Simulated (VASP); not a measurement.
# ZrS2 (P-3m1) in VASP: settings compared

The runs below take ZrS2 through single point, with PBE, r2SCAN.

All numbers are computed with VASP 6.6.1; they aren't measurements. Logs are shortened: lines on timing, memory, paths and dates and some standing lists are left out, and cuts for length are marked.

## Step 1: The cell of the first run

It takes space group P-3m1 (No. 164, trigonal). The conventional cell has a = 3.674 Å, b = 3.674 Å, c = 5.857 Å, α = 90.00°, β = 90.00°, γ = 120.00°. Zr (site symmetry -3m) has 6 S at 2.57 Å within 3.4 Å. S (site symmetry 3m) has 3 Zr at 2.57 Å within 3.4 Å.

## Step 2: Single point, PBE

File INCAR:

```
SYSTEM = ZrS2
PREC = Accurate
ENCUT = 500
EDIFF = 1E-6
ISMEAR = 1
SIGMA = 0.001
LREAL = .False.
LASPH = .True.
NELM = 120
ALGO = Normal
ISIF = 2
LWAVE = .False.
LCHARG = .False.
GGA = PE
NBANDS = 19
GGA_COMPAT = .False.
```

File KPOINTS:

```
regular mesh
0
Gamma
  6 6 4
  0 0 0
```

File POSCAR:

```
ZrS2
1.0
    3.6743990828      0.0000000000      0.0000000000
   -1.8371995414      3.1821229494      0.0000000000
    0.0000000000      0.0000000000      5.8568562426
Zr S
1 2
Direct
    0.0000000000      0.0000000000      0.0000000000
    0.3333333333      0.6666666667      0.2462324613
    0.6666666667      0.3333333333      0.7537675387
```

Potentials or basis: VASP PAW PBE potentials, release 64 (Zr_sv, S).

On the command line:

```sh
cat potpaw_PBE.64/Zr_sv/POTCAR potpaw_PBE.64/S/POTCAR > POTCAR
mpirun -np 1 vasp_std > vasp.out
```

OUTCAR:

```text
SYSTEM = ZrS2
   PREC = Accurate
   ENCUT = 500
   EDIFF = 1E-6
   ISMEAR = 1
   LREAL = .False.
   LASPH = .True.
   NELM = 120
   ISIF = 2
   GGA = PE

 ion  position               nearest neighbor table
   1  0.000  0.000  0.000-   3 2.57   2 2.57   3 2.57   2 2.57   3 2.57   2 2.57
   2  0.333  0.667  0.246-   1 2.57   1 2.57   1 2.57
   3  0.667  0.333  0.754-   1 2.57   1 2.57   1 2.57

  LATTYP: Found a hexagonal cell.
 ALAT       =     3.6743990828
 C/A-ratio  =     1.5939630156

  Lattice vectors:

 A1 = (   3.6743990828,   0.0000000000,   0.0000000000)
 A2 = (  -1.8371995414,   3.1821229494,   0.0000000000)
 A3 = (   0.0000000000,   0.0000000000,   5.8568562426)

Analysis of symmetry for initial positions (statically):
=====================================================================
 Subroutine PRICEL returns:
 Original cell was already a primitive cell.

 Routine SETGRP: Setting up the symmetry group for a
 hexagonal supercell.

 Subroutine GETGRP returns: Found 12 space group operations
 (whereof 12 operations were pure point group operations)
 out of a pool of 24 trial point group operations.

The static configuration has the point symmetry D_3d.

Analysis of symmetry for dynamics (positions and initial velocities):
=====================================================================
 Subroutine PRICEL returns:
 Original cell was already a primitive cell.

 Routine SETGRP: Setting up the symmetry group for a
 hexagonal supercell.

 Subroutine GETGRP returns: Found 12 space group operations
 (whereof 12 operations were pure point group operations)
 out of a pool of 24 trial point group operations.

The dynamic configuration has the point symmetry D_3d.

 Subroutine INISYM returns: Found 12 space group operations
 (whereof 12 operations are pure point group operations),
 and found     1 'primitive' translations

----------------------------------------------------------------------------------------

                                     Primitive cell

  volume of cell :      68.4806

  direct lattice vectors                    reciprocal lattice vectors
     3.674399083  0.000000000  0.000000000     0.272153345  0.157127807  0.000000000
    -1.837199541  3.182122949  0.000000000     0.000000000  0.314255614  0.000000000
     0.000000000  0.000000000  5.856856243     0.000000000  0.000000000  0.170740062

  length of vectors
     3.674399083  3.674399083  5.856856243     0.314255614  0.314255614  0.170740062

  position of ions in fractional coordinates (direct lattice)
     0.000000000  0.000000000  0.000000000
     0.333333333  0.666666667  0.246232461
     0.666666667  0.333333333  0.753767539

  ion indices of the primitive-cell ions
   primitive index   ion index
                 1           1
                 2           2
                 3           3

----------------------------------------------------------------------------------------

 KPOINTS: regular mesh

Automatic generation of k-mesh.
 Grid dimensions read from file:
 generate k-points for:    6    6    4

 Generating k-lattice:

  Cartesian coordinates                     Fractional coordinates (reciprocal lattice)
     0.045358891  0.026187968  0.000000000     0.166666667 -0.000000000  0.000000000
     0.000000000  0.052375936  0.000000000     0.000000000  0.166666667  0.000000000
     0.000000000  0.000000000  0.042685016     0.000000000  0.000000000  0.250000000

  Length of vectors
     0.052375936  0.052375936  0.042685016

  Shift w.r.t. Gamma in fractional coordinates (k-lattice)
     0.000000000  0.000000000  0.000000000

 Subroutine IBZKPT returns following result:
 ===========================================

 Found     24 irreducible k-points:

 Following reciprocal coordinates:
            Coordinates               Weight
  0.000000  0.000000  0.000000      1.000000
  0.166667  0.000000  0.000000      6.000000
  0.333333  0.000000  0.000000      6.000000
  0.500000 -0.000000  0.000000      3.000000
  0.166667  0.166667  0.000000      6.000000
  0.333333  0.166667  0.000000     12.000000
[... 16 lines left out ...]
  0.333333  0.166667  0.500000     12.000000
  0.333333  0.333333  0.500000      2.000000
   k-points           NKPTS =     24   k-points in BZ     NKDIM =     24   number of bands    NBANDS=     19
   number of dos      NEDOS =    301   number of ions     NIONS =      3
   total plane-waves  NPLWV =  37632
   dimension x,y,z NGX =    28 NGY =   28 NGZ =   48
   dimension x,y,z NGXF=    56 NGYF=   56 NGZF=   96
   ions per type =               1   2
   NGX,Y,Z   is equivalent  to a cutoff of  12.67, 12.67, 13.62 a.u.
   NGXF,Y,Z  is equivalent  to a cutoff of  25.34, 25.34, 27.25 a.u.
 SYSTEM =  ZrS2
   PREC   = accura    normal or accurate (medium, high low for compatibility)
   ISTART =      0    job   : 0-new  1-cont  2-samecut
   ICHARG =      2    charge: 1-file 2-atom 10-const
   ISPIN  =      1    spin polarized calculation?
   LNONCOLLINEAR =      F non collinear calculations
   LSORBIT =      F    spin-orbit coupling
   LASPH  =      T    aspherical Exc in radial PAW
   ENCUT  =  500.0 eV  36.75 Ry    6.06 a.u.   6.70  6.70 10.68*2*pi/ulx,y,z
   NELM   =    120;   NELMIN=  2; NELMDL= -5     # of ELM steps
   EDIFF  = 0.1E-05   stopping-criterion for ELM
   LREAL  =      F    real-space projection
   EDIFFG = 0.1E-04   stopping-criterion for IOM
   NSW    =      0    number of steps for IOM
   IBRION =     -1    ionic relax: 0-MD 1-quasi-New 2-CG
   NFREE  =      0    steps in history (QN), initial steepest desc. (CG)
   ISIF   =      2    stress and relaxation
   ISYM   =      2    0-nonsym 1-usesym 2-fastsym
   POTIM  = 0.5000    time-step for ionic-motion
   TEBEG  =    0.0;   TEEND  =   0.0 temperature during run
   PSTRESS=    0.0 pullay stress
   NELECT =      24.0000    total number of electrons
   NUPDOWN=      -1.0000    fix difference up-down
   EMIN   =  10.00;   EMAX   =-10.00  energy-range for DOS
   EFERMI =   0.00;   METHOD = LEGACY
   ISMEAR =     1;   SIGMA  =   0.00  broadening in eV -4-tet -1-fermi 0-gaus
   EFERMI_NEDOS =   21; number of points for ismear=-14 and -15
   IALGO  =     38    algorithm
   IMIX   =      4    mixing-type and parameters
     AMIX     =   0.40;   BMIX     =  1.00
     AMIX_MAG =   1.60;   BMIX_MAG =  1.00
  volume/ion in A,a.u.               =      22.83       154.04
  Fermi-wavevector in a.u.,A,eV,Ry     =   1.154222  2.181163 18.126064  1.332228
  Thomas-Fermi vector in A             =   2.290860
   LORBIT       =      0    0 simple, 1 ext, 2 COOP (PROOUT), +10 PAW based schemes
   GGA     = PE    functional components
   LHFCALC =     F    Hartree Fock is set to
   AEXX    =    0.0000 exact exchange contribution
   IVDW    =     0    specifies the selected vdW correction
   LEPSILON=     F    determine dielectric tensor
   LRPA    =     F    only Hartree local field effects (RPA)
 non-spin polarized calculation
 Methfessel and Paxton  Order N= 1 SIGMA  =   0.00
  energy-cutoff  :      500.00
  volume of cell :       68.48
 maximum number of plane-waves:      1785
 NGX is ok and might be reduce to    28
   NGX = 13   NGY = 13   NGZ = 21

 number of electron      24.0000000 magnetization

 Free energy of the ion-electron system (eV)
  ---------------------------------------------------
  ext. energy  EPLUGINS =         0.00000000
  ---------------------------------------------------
  free energy    TOTEN  =       -21.39752977 eV

  energy without entropy =      -21.39752977  energy(sigma->0) =      -21.39752977

 E-fermi :   4.8112     XC(G=0):  -9.5612

 val. band max:        4.6501947705   @ k =   0.0000   0.0000   0.0000
 cond. band min:       5.5340394008   @ k =   0.5000  -0.0000   0.5000
 fundamental gap:      0.8838446303
 Fermi energy:         4.8111926742

 k-point     1 :       0.0000    0.0000    0.0000
  band No.  band energies     occupation
      1     -44.4095      2.00000
      2     -22.4750      2.00000
      3     -22.3186      2.00000
      4     -22.3186      2.00000
      5      -8.1021      2.00000
      6      -6.6028      2.00000
[... 11 lines left out ...]
     18      10.3830      0.00000
     19      10.4618      0.00000

 k-point     2 :       0.1667    0.0000    0.0000
  band No.  band energies     occupation
      1     -44.4049      2.00000
      2     -22.4610      2.00000
      3     -22.3843      2.00000
      4     -22.3327      2.00000
      5      -7.8294      2.00000
      6      -6.6756      2.00000
[... 11 lines left out ...]
     18      11.5105      0.00000
     19      12.0163      0.00000

 k-point     3 :       0.3333    0.0000    0.0000
  band No.  band energies     occupation
      1     -44.3956      2.00000
      2     -22.5136      2.00000
      3     -22.4317      2.00000
      4     -22.3608      2.00000
      5      -7.2611      2.00000
      6      -6.7783      2.00000
[... 11 lines left out ...]
     18      12.1374      0.00000
     19      12.8251      0.00000

 k-point     4 :       0.5000   -0.0000    0.0000
  band No.  band energies     occupation
      1     -44.3910      2.00000
      2     -22.5763      2.00000
      3     -22.4175      2.00000
      4     -22.3748      2.00000
      5      -7.0833      2.00000
      6      -6.6730      2.00000
[... 407 lines left out ...]
     18      12.9942      0.00000
     19      13.1015      0.00000

 k-point    23 :       0.3333    0.1667    0.5000
  band No.  band energies     occupation
      1     -44.3910      2.00000
      2     -22.5424      2.00000
      3     -22.4195      2.00000
      4     -22.4081      2.00000
      5      -7.0467      2.00000
      6      -6.7045      2.00000
[... 11 lines left out ...]
     18      11.7219      0.00000
     19      12.6221      0.00000

 k-point    24 :       0.3333    0.3333    0.5000
  band No.  band energies     occupation
      1     -44.3886      2.00000
      2     -22.4955      2.00000
      3     -22.4955      2.00000
      4     -22.4114      2.00000
      5      -6.8083      2.00000
      6      -6.8083      2.00000
[... 11 lines left out ...]
     18      12.8285      0.00000
     19      13.2523      0.00000

------------------------ aborting loop because EDIFF is reached ----------------------------------------

  FORCE on cell =-STRESS in cart. coord.  units (eV):
  Direction    XX          YY          ZZ          XY          YZ          ZX
  --------------------------------------------------------------------------------------
  -------------------------------------------------------------------------------------
  Total        0.4463325      0.4463325      0.8349890     -0.0000000      0.0000000     -0.0000000
  in kB       10.4424217     10.4424217     19.5354527     -0.0000000      0.0000000     -0.0000000
  external PRESSURE =      13.4734321 kB  Pullay stress =       0.0000000 kB

 VOLUME and BASIS-vectors are now :
 -----------------------------------------------------------------------------
  energy-cutoff  :      500.00
  volume of cell :       68.48
      direct lattice vectors                 reciprocal lattice vectors
     3.674399083  0.000000000  0.000000000     0.272153345  0.157127807  0.000000000
    -1.837199541  3.182122949  0.000000000     0.000000000  0.314255614  0.000000000
     0.000000000  0.000000000  5.856856243     0.000000000  0.000000000  0.170740062

 POSITION                                       TOTAL-FORCE (eV/Angst)
 -----------------------------------------------------------------------------------
      0.00000      0.00000      0.00000         0.000000      0.000000      0.000000
     -0.00000      2.12142      1.44215         0.000000     -0.000000      0.037742
      1.83720      1.06071      4.41471        -0.000000      0.000000     -0.037742
 -----------------------------------------------------------------------------------
    total drift:                               -0.000000     -0.000000     -0.000000

  FREE ENERGIE OF THE ION-ELECTRON SYSTEM (eV)
  ---------------------------------------------------
  free  energy   TOTEN  =       -21.3975297711 eV

  energy  without entropy=      -21.3975297711  energy(sigma->0) =      -21.39752977
```

Run time: 39 s. Hardware: 1 thread of Intel Xeon 8259CL, shared host; peak memory 0.19 GiB.

Results:

```yaml
Free_energy: -21.3975 eV
Pressure: 1.3 GPa
Largest_force: 0.038 eV/Å
Band_gap_on_the_k_mesh: 0.88 eV (least direct gap 1.50 eV)
```

Forces on the atoms (eV/Å):
```
Zr   0.000  0.000  0.000
S    0.000  0.000  0.038
S    0.000  0.000 -0.038
```

Stress tensor (GPa, compression positive):
```
1.04 0.00 0.00
0.00 1.04 0.00
0.00 0.00 1.95
```

Caveat: this functional lacks dispersion, which binds the layers, so the pressure and a relaxed spacing across them are unreliable.

## Step 3: Single point, r2SCAN

POSCAR is that of step 2.

File INCAR.step1:

```
PREC     = Accurate       # precision mode
ENCUT    = 550            # plane-wave cutoff, eV
ISMEAR   = 0              # smearing method
SIGMA    = 0.01           # smearing width, eV
LREAL    = False          # projectors in reciprocal space
LASPH    = True           # aspherical terms in the spheres
NELM     = 120            # most SCF steps
NBANDS   = 19             # bands
GGA      = PE             # functional
ALGO     = Normal         # electronic algorithm
EDIFF    = 1E-5           # SCF threshold, eV
LWAVE    = True           # write WAVECAR
LCHARG   = False          # write CHGCAR
GGA_COMPAT= False
```

File INCAR.step2:

```
PREC     = Accurate       # precision mode
ENCUT    = 550            # plane-wave cutoff, eV
EDIFF    = 1E-6           # SCF threshold, eV
ISMEAR   = 0              # smearing method
SIGMA    = 0.01           # smearing width, eV
LREAL    = False          # projectors in reciprocal space
LASPH    = True           # aspherical terms in the spheres
NELM     = 120            # most SCF steps
ALGO     = Normal         # electronic algorithm
ISIF     = 2              # what is computed and relaxed
LWAVE    = False          # write WAVECAR
LCHARG   = True           # write CHGCAR
METAGGA  = R2SCAN         # meta-GGA
LMIXTAU  = True         
LELF     = True           # ELF
LVHAR    = True         
NBANDS   = 19             # bands
ISTART   = 1            
GGA_COMPAT= False
```

File KPOINTS:

```
regular mesh
0
Gamma
  6 6 4
```

Potentials or basis: VASP PAW PBE potentials, release 64 (Zr_sv, S).

On the command line:

```sh
cat potpaw_PBE.64/Zr_sv/POTCAR potpaw_PBE.64/S/POTCAR > POTCAR
cp INCAR.step1 INCAR
mpirun -np 1 vasp_std > vasp.out
cp INCAR.step2 INCAR
mpirun -np 1 vasp_std > vasp.out
```

Run time: 3.7 min. Hardware: 1 thread of Intel Xeon 8259CL, shared host; peak memory 0.21 GiB.

The run converged. Its results:

| Property | Result |
| --- | --- |
| Free energy | -44.1442 eV |
| Pressure | 0.9 GPa |
| Largest force | 0.041 eV/Å |
| Band gap on the k mesh | 1.19 eV (least direct gap 1.81 eV) |

Forces on the atoms (eV/Å):
```
Zr   0.000  0.000  0.000
S    0.000  0.000 -0.041
S    0.000  0.000  0.041
```

Levels at points of the mesh, in eV from the valence-band top:
```tsv
k point	band 8	band 9	band 10	band 11	band 12	band 13	band 14	band 15	band 16	band 17
(0.00, 0.00, 0.00)	-3.00	-3.00	-0.19	-0.19	0.00	1.81	1.81	2.68	5.18	5.18
(0.50, 0.00, 0.00)	-2.70	-2.65	-2.56	-1.95	-1.38	1.36	3.56	3.87	6.02	6.26
(0.00, 0.00, 0.50)	-2.96	-2.96	-1.87	-0.34	-0.34	1.77	1.77	3.05	5.59	5.59
(0.50, 0.00, 0.50)	-3.38	-2.82	-2.38	-1.09	-0.84	1.19	3.54	3.86	5.49	6.21
```

Caveat: the PAW data sets were made with another functional, which shifts forces and pressure a little.
